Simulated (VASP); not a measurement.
# NiMoIrPdW (P3m1) in VASP: a series of runs, part 2 of 2

VASP 6.6.1. The steps go on from the part before.

**4. Relaxation of cell and atoms, RPBE, collinear spin, ferromagnetic start**

The input, INCAR:

```
ALGO = Normal ; EDIFF = 1E-7
EDIFFG = -0.01 ; ENCUT = 600
GGA = RP ; IBRION = 2
ISIF = 3 ; ISMEAR = -1
ISPIN = 2 ; LASPH = T
LCHARG = F ; LMAXMIX = 4
LORBIT = 11 ; LREAL = F
LWAVE = F ; MAGMOM = 1 1 0 0.6 0
NELM = 150 ; NSW = 60
PREC = Accurate ; SIGMA = 0.05
```

The input, KPOINTS:

```
k-points
0
Gamma
  8 8 2
```

The input, POSCAR:

```
NiMoIrPdW
1.0
    2.7607800000      0.0000000000      0.0000000000
   -1.3803900000      2.3909000000      0.0000000000
    0.0000000000      0.0000000000     11.3405100000
Ni Mo Pd Ir W
1 1 1 1 1
Direct
    0.0000000000      0.0000000000      0.7091700000
    0.6666700000      0.3333300000      0.2942500000
    0.6666700000      0.3333300000      0.8990100000
    0.0000000000      0.0000000000      0.1060400000
    0.6666700000      0.3333300000      0.5292100000
```

Potentials or basis: VASP PAW PBE potentials, release 64 (Ni, Mo_sv, Pd, Ir, W_sv).

Run with:

```console
$ cat potpaw_PBE.64/Ni/POTCAR potpaw_PBE.64/Mo_sv/POTCAR potpaw_PBE.64/Pd/POTCAR potpaw_PBE.64/Ir/POTCAR potpaw_PBE.64/W_sv/POTCAR > POTCAR
$ mpirun -np 1 vasp_std > vasp.out
```

OUTCAR:

```text
EDIFF = 1E-7
   EDIFFG = -0.01
   ENCUT = 600
   GGA = RP
   IBRION = 2
   ISIF = 3
   ISMEAR = -1
   ISPIN = 2
   LASPH = T
   LORBIT = 11
   LREAL = F
   NELM = 150
   NSW = 60
   PREC = Accurate

 ion  position               nearest neighbor table
   1  0.000  0.000  0.709-   5 2.59   5 2.59   5 2.59   3 2.68   3 2.68   3 2.68
   2  0.667  0.333  0.294-   4 2.66   4 2.66   4 2.66   5 2.66
   3  0.667  0.333  0.899-   1 2.68   1 2.68   1 2.68   4 2.84   4 2.84   4 2.84
   4  0.000  0.000  0.106-   2 2.66   2 2.66   2 2.66   3 2.84   3 2.84   3 2.84
   5  0.667  0.333  0.529-   1 2.59   1 2.59   1 2.59   2 2.66

  LATTYP: Found a hexagonal cell.
 ALAT       =     2.7607800000
 C/A-ratio  =     4.1077195575

  Lattice vectors:

 A1 = (   2.7607800000,   0.0000000000,   0.0000000000)
 A2 = (  -1.3803900000,   2.3909000000,   0.0000000000)
 A3 = (   0.0000000000,   0.0000000000,  11.3405100000)

Analysis of symmetry for initial positions (statically):
=====================================================================
 Subroutine PRICEL returns:
 Original cell was already a primitive cell.

 Routine SETGRP: Setting up the symmetry group for a
 hexagonal supercell.

 Subroutine GETGRP returns: Found  2 space group operations
 (whereof  2 operations were pure point group operations)
 out of a pool of 24 trial point group operations.

The static configuration has the point symmetry C_1h.

[... 189 lines left out ...]
 fundamental gap:      0.0479753613
 Fermi energy:        10.1379507907

 spin component 1

 k-point     1 :       0.0000    0.0000    0.0000
  band No.  band energies     occupation
      1     -63.8008      1.00000
      2     -50.9131      1.00000
      3     -28.1437      1.00000
      4     -27.3970      1.00000
      5     -27.3969      1.00000
      6     -25.0252      1.00000
[... 2058 lines left out ...]
--------------------------------------- Ionic step        7  -------------------------------------------

 number of electron      57.0000001 magnetization       0.0000000

 Free energy of the ion-electron system (eV)
  ---------------------------------------------------
  ext. energy  EPLUGINS =         0.00000000
  ---------------------------------------------------
  free energy    TOTEN  =       -39.38720916 eV

  energy without entropy =      -39.34692648  energy(sigma->0) =      -39.36706782

 E-fermi :   9.8743     XC(G=0): -12.9931

 val. band max:        9.8327530109   @ k =   0.5000   0.0000   0.5000
 cond. band min:       9.8879340672   @ k =   0.0000   0.0000   0.5000
 fundamental gap:      0.0551810563
 Fermi energy:         9.8742519907

 spin component 1

 k-point     1 :       0.0000    0.0000    0.0000
  band No.  band energies     occupation
      1     -64.0859      1.00000
      2     -51.1802      1.00000
      3     -28.4125      1.00000
      4     -27.7067      1.00000
      5     -27.7067      1.00000
      6     -25.2802      1.00000
[... 1851 lines left out ...]
  FREE ENERGIE OF THE ION-ELECTRON SYSTEM (eV)
  ---------------------------------------------------
  free  energy   TOTEN  =       -39.3872091574 eV

  energy  without entropy=      -39.3469264768  energy(sigma->0) =      -39.36706782

 reached required accuracy - stopping structural energy minimisation

 total charge

# of ion       s       p       d       tot
------------------------------------------
    1        0.448   0.403   8.315   9.166
    2        2.365   6.181   3.961  12.507
    3        0.492   0.463   8.487   9.442
    4        0.676   0.628   6.940   8.244
    5        2.432   6.266   3.344  12.043
--------------------------------------------------
tot          6.413  13.941  31.047  51.401

 magnetization (x)

# of ion       s       p       d       tot
------------------------------------------
    1        0.000   0.000   0.000   0.000
    2       -0.000  -0.000  -0.000  -0.000
    3       -0.000   0.000   0.000   0.000
    4       -0.000  -0.000   0.000   0.000
    5        0.000   0.000   0.000   0.000
--------------------------------------------------
tot         -0.000   0.000   0.000   0.000
```

CONTCAR:

```text
NiMoIrPdW
   1.00000000000000
     2.7776687868392309   -0.0000020674523167   -0.0000013680244087
    -1.3888361838816037    2.4055249816810096    0.0000013680211705
    -0.0000056050276608    0.0000032360565685   11.3990774715614194
  Ni              Mo              Pd              Ir              W
     1     1     1     1     1
Direct
     0.0000004110503382    0.9999995889496925    0.7093043287093059
     0.6666693606603651    0.3333306393395791    0.2950123272251675
     0.6666696709492431    0.3333303290507316    0.8991533514995939
     0.0000008242105186    0.9999991757895499    0.1053072296580447
     0.6666697331295454    0.3333302668704364    0.5289027629078825

  0.00000000E+00  0.00000000E+00  0.00000000E+00
  0.00000000E+00  0.00000000E+00  0.00000000E+00
  0.00000000E+00  0.00000000E+00  0.00000000E+00
  0.00000000E+00  0.00000000E+00  0.00000000E+00
  0.00000000E+00  0.00000000E+00  0.00000000E+00
```

It took 49 min on 1 thread of Oxide Virtual Turin-like, shared host; peak memory 0.42 GiB.

What came out:

* Free energy: -39.3872 eV
* Relaxed volume: 15.23 Å³/atom
* Relaxed cell: a = 2.778 Å, b = 2.778 Å, c = 11.399 Å, α = 90.00°, β = 90.00°, γ = 120.00°
* Space group after relaxing (to 0.1 Å): P3m1 (No. 156)
* Energy gained by relaxing: 4.1 meV/atom
* Ionic steps: 7
* Pressure after relaxing: 0.1 GPa
* Largest force after relaxing: 0.009 eV/Å
* Net moment: 0.00 μB per cell
* Valence electrons inside the program's atomic spheres: Ni 9.17; Mo 12.51; Pd 9.44; Ir 8.24; W 12.04

Forces on the atoms (eV/Å):
```
Ni   0.000  0.000  0.000
Mo   0.000  0.000 -0.009
Pd   0.000  0.000  0.007
Ir   0.000  0.000  0.004
W    0.000  0.000 -0.002
```

Stress tensor (GPa, compression positive):
```
 0.09  0.00  0.00
 0.00  0.09  0.00
 0.00  0.00 -0.03
```

The path:
| step | energy change (eV) | largest force (eV/Å) | pressure (GPa) | volume (Å³) |
| --- | --- | --- | --- | --- |
| 1 | 0.0000 | 0.3365 | 4.40 | 74.86 |
| 2 | 0.0735 | 0.4396 | -8.58 | 79.40 |
| 3 | -0.0202 | 0.0652 | -0.11 | 76.26 |
| 4 | -0.0202 | 0.0705 | -0.07 | 76.23 |
| 5 | -0.0206 | 0.0110 | 0.00 | 76.18 |
| 6 | -0.0206 | 0.0105 | 0.04 | 76.16 |
| 7 | -0.0206 | 0.0086 | 0.05 | 76.17 |

Final structure:
```
Ni Mo Pd Ir W
1.0
     2.77767    0.00000    0.00000
    -1.38884    2.40552    0.00000
    -0.00001    0.00000   11.39908
Ni Mo Pd Ir W
1 1 1 1 1
Direct
  0.00000 0.00000 0.70930
  0.66667 0.33333 0.29501
  0.66667 0.33333 0.89915
  0.00000 0.00000 0.10531
  0.66667 0.33333 0.52890
```

Caveat: the PAW data sets were made with another functional, which shifts forces and pressure a little; spin-orbit coupling is left out, which moves the levels of the heavy elements.

**5. Overview**

```tsv
level	cell	gap on the mesh (eV)	pressure (GPa)	moment (μB)	relaxed volume (Å³/atom)	largest force (eV/Å)
PBE	relaxed to 2 GPa	none	2.1	0.00	-	0.01
PBE+D4	relaxed	none	0.0	0.00	14.61	-
RPBE	relaxed	none	0.1	0.00	15.23	0.01
```

Alike in all rows: task relaxation of cell and atoms; potentials or basis VASP PAW PBE potentials, release 64 (Ni, Mo_sv, Pd, Ir, W_sv); spin collinear, ferromagnetic start; k mesh 8 × 8 × 2; cutoff (eV) 600; smearing fermi-dirac 0.05 eV.

Caveats: spin-orbit coupling is left out, which moves the levels of the heavy elements; the cell is relaxed towards a set pressure, so the run minimises the enthalpy, not the energy (at least some runs); the PAW data sets were made with another functional, which shifts forces and pressure a little (at least some runs).

Total energies depend on the potentials used, so only differences within one code and one set of settings carry meaning.
